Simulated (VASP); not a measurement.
# TaN (P-6m2) in VASP: a series of runs

Runs on TaN. Level: PBEsol. Tasks: single point.

All numbers are computed with VASP 6.6.1; they aren't measurements. Logs are shortened: lines on timing, memory, paths and dates and some standing lists are left out, and cuts for length are marked.

**1. The cell of the first run**

Symmetry: P-6m2, No. 187, hexagonal system. The conventional cell has a = 2.891 Å, b = 2.891 Å, c = 2.978 Å, α = 90.00°, β = 90.00°, γ = 120.00°. Ta (site symmetry -6m2) has 6 N at 2.24 Å and 8 Ta at 2.89 to 2.98 Å within 3.0 Å. N (site symmetry -6m2) has 6 Ta at 2.24 Å and 8 N at 2.89 to 2.98 Å within 3.0 Å.

**2. Single point, PBEsol**

Input file INCAR:

```
SYSTEM = TaN
PREC = Accurate
ENCUT = 520
EDIFF = 1E-6
ISMEAR = 0
SIGMA = 0.15
LREAL = .False.
LASPH = .True.
NELM = 80
ALGO = Normal
ISIF = 2
LWAVE = .False.
LCHARG = .False.
GGA = PS
NBANDS = 15
```

Input file KPOINTS:

```
Automatic mesh
0
Gamma
  24 24 18
  0 0 0
```

Input file POSCAR:

```
TaN
1.0
    2.8906034922      0.0000000000      0.0000000000
   -1.4453017461      2.5033360565      0.0000000000
    0.0000000000      0.0000000000      2.9783164606
Ta N
1 1
Direct
    0.3333333333      0.6666666667      0.5000000000
    0.0000000000      0.0000000000      0.0000000000
```

Potentials or basis: VASP PAW PBE potentials, release 64 (Ta_pv, N).

Launch:

```
> cat potpaw_PBE.64/Ta_pv/POTCAR potpaw_PBE.64/N/POTCAR > POTCAR
> mpirun -np 1 vasp_std > vasp.out
```

OUTCAR:

```text
SYSTEM = TaN
   PREC = Accurate
   ENCUT = 520
   EDIFF = 1E-6
   ISMEAR = 0
   LREAL = .False.
   LASPH = .True.
   NELM = 80
   ISIF = 2
   GGA = PS

 ion  position               nearest neighbor table
   1  0.333  0.667  0.500-   2 2.24   2 2.24   2 2.24   2 2.24   2 2.24   2 2.24
   2  0.000  0.000  0.000-   1 2.24   1 2.24   1 2.24   1 2.24   1 2.24   1 2.24

  LATTYP: Found a hexagonal cell.
 ALAT       =     2.8906034922
 C/A-ratio  =     1.0303441716

  Lattice vectors:

 A1 = (   2.8906034922,   0.0000000000,   0.0000000000)
 A2 = (  -1.4453017461,   2.5033360565,   0.0000000000)
 A3 = (   0.0000000000,   0.0000000000,   2.9783164606)

Analysis of symmetry for initial positions (statically):
=====================================================================
 Subroutine PRICEL returns:
 Original cell was already a primitive cell.

 Routine SETGRP: Setting up the symmetry group for a
 hexagonal supercell.

 Subroutine GETGRP returns: Found 12 space group operations
 (whereof 12 operations were pure point group operations)
 out of a pool of 24 trial point group operations.

The static configuration has the point symmetry D_3h.

Analysis of symmetry for dynamics (positions and initial velocities):
=====================================================================
 Subroutine PRICEL returns:
 Original cell was already a primitive cell.

 Routine SETGRP: Setting up the symmetry group for a
 hexagonal supercell.

 Subroutine GETGRP returns: Found 12 space group operations
 (whereof 12 operations were pure point group operations)
 out of a pool of 24 trial point group operations.

The dynamic configuration has the point symmetry D_3h.

 Subroutine INISYM returns: Found 12 space group operations
 (whereof 12 operations are pure point group operations),
 and found     1 'primitive' translations

----------------------------------------------------------------------------------------

                                     Primitive cell

  volume of cell :      21.5516

  direct lattice vectors                    reciprocal lattice vectors
     2.890603492  0.000000000  0.000000000     0.345948520  0.199733471  0.000000000
    -1.445301746  2.503336056  0.000000000     0.000000000  0.399466942  0.000000000
     0.000000000  0.000000000  2.978316461     0.000000000  0.000000000  0.335760156

  length of vectors
     2.890603492  2.890603492  2.978316461     0.399466942  0.399466942  0.335760156

  position of ions in fractional coordinates (direct lattice)
     0.333333333  0.666666667  0.500000000
     0.000000000  0.000000000  0.000000000

[... 89 lines left out ...]
   EMIN   =  10.00;   EMAX   =-10.00  energy-range for DOS
   EFERMI =   0.00;   METHOD = LEGACY
   ISMEAR =     0;   SIGMA  =   0.15  broadening in eV -4-tet -1-fermi 0-gaus
   EFERMI_NEDOS =   21; number of points for ismear=-14 and -15
   IALGO  =     38    algorithm
   IMIX   =      4    mixing-type and parameters
     AMIX     =   0.40;   BMIX     =  1.00
     AMIX_MAG =   1.60;   BMIX_MAG =  1.00
  volume/ion in A,a.u.               =      10.78        72.72
  Fermi-wavevector in a.u.,A,eV,Ry     =   1.482366  2.801265 29.897546  2.197408
  Thomas-Fermi vector in A             =   2.596161
   LORBIT       =      0    0 simple, 1 ext, 2 COOP (PROOUT), +10 PAW based schemes
   GGA     = PS    functional components
   LHFCALC =     F    Hartree Fock is set to
   AEXX    =    0.0000 exact exchange contribution
   IVDW    =     0    specifies the selected vdW correction
   LEPSILON=     F    determine dielectric tensor
   LRPA    =     F    only Hartree local field effects (RPA)
 non-spin polarized calculation
 Gauss-broadening in eV      SIGMA  =   0.15
  energy-cutoff  :      520.00
  volume of cell :       21.55
 maximum number of plane-waves:       612
 NGX is ok and might be reduce to    24

 number of electron      15.9999999 magnetization

 Free energy of the ion-electron system (eV)
  ---------------------------------------------------
  ext. energy  EPLUGINS =         0.00000000
  ---------------------------------------------------
  free energy    TOTEN  =       -23.73552533 eV

  energy without entropy =      -23.73481172  energy(sigma->0) =      -23.73516853

 E-fermi :   8.0341     XC(G=0): -13.5126

 val. band max:        8.0174687294   @ k =   0.0417   0.0000   0.4444
 cond. band min:       8.0868887694   @ k =   0.0000   0.0000   0.3889
 fundamental gap:      0.0694200400
 Fermi energy:         8.0341378479

 k-point     1 :       0.0000    0.0000    0.0000
  band No.  band energies     occupation
      1     -26.8284      2.00000
      2     -26.3873      2.00000
      3     -26.3873      2.00000
      4      -9.5894      2.00000
      5       3.6802      2.00000
      6       3.9167      2.00000
      7       3.9167      2.00000
      8       4.8960      2.00000
      9      10.7236      0.00000
     10      11.4015      0.00000
     11      11.4015      0.00000
     12      11.9854      0.00000
     13      11.9854      0.00000
     14      21.0367      0.00000
[... 401 lines left out ...]
      2     -26.6655      2.00000
      3     -26.6548      2.00000
      4      -7.1475      2.00000
      5      -0.1179      2.00000
      6       2.5042      2.00000
      7       4.3922      2.00000
      8       5.3251      2.00000
      9      10.6992      0.00000
     10      12.4172      0.00000
     11      13.2067      0.00000
     12      13.3549      0.00000
     13      15.6898      0.00000
     14      19.6797      0.00000
     15      21.4287      0.00000

 [... further k-points ...]

------------------------ aborting loop because EDIFF is reached ----------------------------------------

  FORCE on cell =-STRESS in cart. coord.  units (eV):
  Direction    XX          YY          ZZ          XY          YZ          ZX
  --------------------------------------------------------------------------------------
  -------------------------------------------------------------------------------------
  Total        0.7168721      0.7168721     -3.4109336      0.0000000      0.0000000      0.0000000
  in kB       53.2934420     53.2934420   -253.5743523      0.0000000      0.0000000      0.0000000
  external PRESSURE =     -48.9958228 kB  Pullay stress =       0.0000000 kB

 VOLUME and BASIS-vectors are now :
 -----------------------------------------------------------------------------
  energy-cutoff  :      520.00
  volume of cell :       21.55
      direct lattice vectors                 reciprocal lattice vectors
     2.890603492  0.000000000  0.000000000     0.345948520  0.199733471  0.000000000
    -1.445301746  2.503336056  0.000000000     0.000000000  0.399466942  0.000000000
     0.000000000  0.000000000  2.978316461     0.000000000  0.000000000  0.335760156

 POSITION                                       TOTAL-FORCE (eV/Angst)
 -----------------------------------------------------------------------------------
     -0.00000      1.66889      1.48916        -0.000000      0.000000      0.000000
      0.00000      0.00000      0.00000         0.000000     -0.000000      0.000000
 -----------------------------------------------------------------------------------
    total drift:                                0.000000     -0.000000     -0.000000

  FREE ENERGIE OF THE ION-ELECTRON SYSTEM (eV)
  ---------------------------------------------------
  free  energy   TOTEN  =       -23.7355253349 eV

  energy  without entropy=      -23.7348117196  energy(sigma->0) =      -23.73516853
```

OSZICAR:

```text
N       E                     dE             d eps       ncg     rms          rms(c)
DAV:   1     0.898196795962E+02    0.89820E+02   -0.87540E+03 18308   0.113E+03
DAV:   2    -0.232346141352E+02   -0.11305E+03   -0.10643E+03 22024   0.306E+02
DAV:   3    -0.260717175421E+02   -0.28371E+01   -0.28229E+01 21023   0.451E+01
DAV:   4    -0.260836487706E+02   -0.11931E-01   -0.11928E-01 23571   0.314E+00
DAV:   5    -0.260837204248E+02   -0.71654E-04   -0.71651E-04 21401   0.228E-01    0.235E+01
DAV:   6    -0.238481000096E+02    0.22356E+01   -0.35124E+00 24778   0.225E+01    0.101E+01
DAV:   7    -0.237738974028E+02    0.74203E-01   -0.61938E-01 19868   0.602E+00    0.685E+00
DAV:   8    -0.237428291663E+02    0.31068E-01   -0.15877E-01 23333   0.335E+00    0.136E+00
DAV:   9    -0.237356603882E+02    0.71688E-02   -0.15286E-02 20470   0.103E+00    0.189E-01
DAV:  10    -0.237356006028E+02    0.59785E-04   -0.11236E-03 23144   0.395E-01    0.748E-02
DAV:  11    -0.237355247769E+02    0.75826E-04   -0.92818E-05 21639   0.109E-01    0.975E-03
DAV:  12    -0.237355253811E+02   -0.60417E-06   -0.12572E-05 19518   0.316E-02    0.459E-03
DAV:  13    -0.237355253349E+02    0.46208E-07   -0.42229E-08 10081   0.227E-03
   1 F= -.23735525E+02 E0= -.23735169E+02  d E =-.713615E-03
```

stdout:

```text
POSCAR found type information on POSCAR TaN
 POSCAR found :  2 types and       2 ions
 scaLAPACK will be used
 -----------------------------------------------------------------------------
|                                                                             |
|                                                                             |
|     You enforced a specific xc type in the INCAR file but a different       |
|     I HOPE YOU KNOW WHAT YOU ARE DOING!                                     |
|                                                                             |
 -----------------------------------------------------------------------------

 LDA part: xc-table for (Slater+PW92), standard interpolation
 POSCAR, INCAR and KPOINTS ok, starting setup
 FFT: planning ... GRIDC
 FFT: planning ... GRID_SOFT
 FFT: planning ... GRID
 WAVECAR not read
 entering main loop
```

Wall time 3.4 min (1 thread of Intel Xeon 8259CL, shared host); peak memory 0.31 GiB.

What came out:

```yaml
Free_energy: -23.7355 eV
Pressure: -4.9 GPa
Band_gap_on_the_k_mesh: zero (bands 8 and 9 overlap by 0.41 eV)
```

Caveat: the cell stands under tension; the PAW data sets were made with another functional, which shifts forces and pressure a little; spin-orbit coupling is left out, which moves the levels of the heavy elements.

**3. Single point, PBEsol**

This run uses another cell than the first one, of the same volume but with other edges.

Input file INCAR:

```
PREC     = Accurate       # precision mode
ENCUT    = 520            # plane-wave cutoff, eV
EDIFF    = 1E-7           # SCF threshold, eV
ISMEAR   = 0              # smearing method
SIGMA    = 0.15           # smearing width, eV
LREAL    = F              # projectors in reciprocal space
LASPH    = T              # aspherical terms in the spheres
NELM     = 60             # most SCF steps
ALGO     = Normal         # electronic algorithm
ISIF     = 2              # what is computed and relaxed
LWAVE    = F              # write WAVECAR
LCHARG   = T              # write CHGCAR
GGA      = PS             # functional
LELF     = T              # ELF
LVHAR    = T            
NBANDS   = 15             # bands
```

Input file KPOINTS:

```
Automatic mesh
0
Gamma
  24 24 18
```

Input file POSCAR:

```
TaN
1.0
    3.1648633299      0.0000000000      0.0000000000
   -1.5824316650      2.7408520432      0.0000000000
    0.0000000000      0.0000000000      2.4844940845
Ta N
1 1
Direct
    0.3333333333      0.6666666667      0.5000000000
    0.0000000000      0.0000000000      0.0000000000
```

Potentials or basis: VASP PAW PBE potentials, release 64 (Ta_pv, N).

Launch:

```
> cat potpaw_PBE.64/Ta_pv/POTCAR potpaw_PBE.64/N/POTCAR > POTCAR
> mpirun -np 1 vasp_std > vasp.out
```

Run time: 2.9 min. Hardware: 1 thread of Intel Xeon 8259CL, shared host; peak memory 0.3 GiB.

Results (log left out):

| Property | Result |
| --- | --- |
| Free energy | -22.2766 eV |
| Pressure | 15.3 GPa |
| Band gap on the k mesh | zero (bands 8 and 9 overlap by 1.22 eV) |

Stress tensor (GPa, compression positive):
```
-36.84   0.00   0.00
  0.00 -36.84   0.00
  0.00   0.00 119.55
```

Levels at points of the mesh, in eV from the Fermi level:
| k point | band 4 | band 5 | band 6 | band 7 | band 8 | band 9 | band 10 | band 11 | band 12 | band 13 |
| --- | --- | --- | --- | --- | --- | --- | --- | --- | --- | --- |
| (0.00, 0.00, 0.00) | -18.01 | -6.21 | -6.21 | -4.67 | -1.06 | 0.77 | 4.54 | 4.54 | 5.05 | 5.05 |
| (0.50, 0.00, 0.00) | -16.16 | -8.55 | -4.26 | -4.14 | -2.64 | 1.50 | 3.51 | 4.52 | 6.51 | 9.03 |
| (0.00, 0.00, 0.50) | -14.50 | -9.25 | -5.32 | -5.32 | 0.09 | 0.09 | 1.53 | 1.53 | 4.42 | 7.68 |
| (0.50, 0.00, 0.50) | -15.65 | -7.60 | -6.97 | -5.92 | 0.26 | 3.09 | 4.09 | 5.58 | 5.99 | 12.49 |

Caveat: the cell stands under pressure; the PAW data sets were made with another functional, which shifts forces and pressure a little; spin-orbit coupling is left out, which moves the levels of the heavy elements.

**4. Single point, PBEsol**

This run uses another cell than the first one, of the same volume but with other edges.

Input file INCAR:

```
SYSTEM = TaN
  PREC = Accurate
  ENCUT = 520
  EDIFF = 1E-7
  ISMEAR = 0
  SIGMA = 0.15
  LREAL = .FALSE.
  LASPH = .TRUE.
  NELM = 80
  ALGO = Normal
  ISIF = 2
  LWAVE = .FALSE.
  LCHARG = .FALSE.
  GGA = PS
  NBANDS = 15
```

Input file KPOINTS:

```
regular mesh
0
G
  24 24 18
  0 0 0
```

Input file POSCAR:

```
TaN
1.0
    2.6919717950      0.0000000000      0.0000000000
   -1.3459858975      2.3313159607      0.0000000000
    0.0000000000      0.0000000000      3.4340520798
Ta N
1 1
Direct
    0.3333333333      0.6666666667      0.5000000000
    0.0000000000      0.0000000000      0.0000000000
```

Launch:

```
> cat potpaw_PBE.64/Ta_pv/POTCAR potpaw_PBE.64/N/POTCAR > POTCAR
> mpirun -np 1 vasp_std > vasp.out
```

It took 4.1 min on 1 thread of Intel Xeon 8259CL, shared host; peak memory 0.3 GiB.

The run converged. Its results:

* Free energy: -21.8895 eV
* Pressure: 1.9 GPa
* Band gap on the k mesh: zero (bands 8 and 9 overlap by 0.06 eV)

Stress tensor (GPa, compression positive):
```
  55.56    0.00    0.00
   0.00   55.56    0.00
   0.00    0.00 -105.43
```

Levels at points of the mesh, in eV from the Fermi level:
```tsv
k point	band 6	band 7	band 8	band 9	band 10	band 11
(0.00, 0.00, 0.00)	-3.21	-1.54	-1.54	3.08	3.08	4.98
(0.50, 0.00, 0.00)	-5.80	-3.77	-0.61	3.31	4.42	6.25
(0.00, 0.00, 0.50)	-0.95	-0.27	-0.27	0.31	0.31	5.54
(0.50, 0.00, 0.50)	-5.45	-2.55	-0.80	3.40	4.18	7.22
```

Caveat: the PAW data sets were made with another functional, which shifts forces and pressure a little; spin-orbit coupling is left out, which moves the levels of the heavy elements.

**5. The runs side by side**

```tsv
cell	gap on the mesh (eV)	pressure (GPa)
a = 2.891, b = 2.891, c = 2.978 Å, angles 90.0, 90.0, 120.0°, 2 atoms	none	-4.9
a = 3.165, b = 3.165, c = 2.484 Å, angles 90.0, 90.0, 120.0°, 2 atoms	none	15.3
a = 2.692, b = 2.692, c = 3.434 Å, angles 90.0, 90.0, 120.0°, 2 atoms	none	1.9
```

Alike in all rows: task single point; level PBEsol; potentials or basis VASP PAW PBE potentials, release 64 (Ta_pv, N); no spin polarisation; k mesh 24 × 24 × 18; cutoff (eV) 520; smearing gaussian 0.15 eV.

Caveats: the PAW data sets were made with another functional, which shifts forces and pressure a little; spin-orbit coupling is left out, which moves the levels of the heavy elements; the cell stands under tension (at least some runs); the cell stands under pressure (at least some runs).

Total energies depend on the potentials used, so only differences within one code and one set of settings carry meaning.
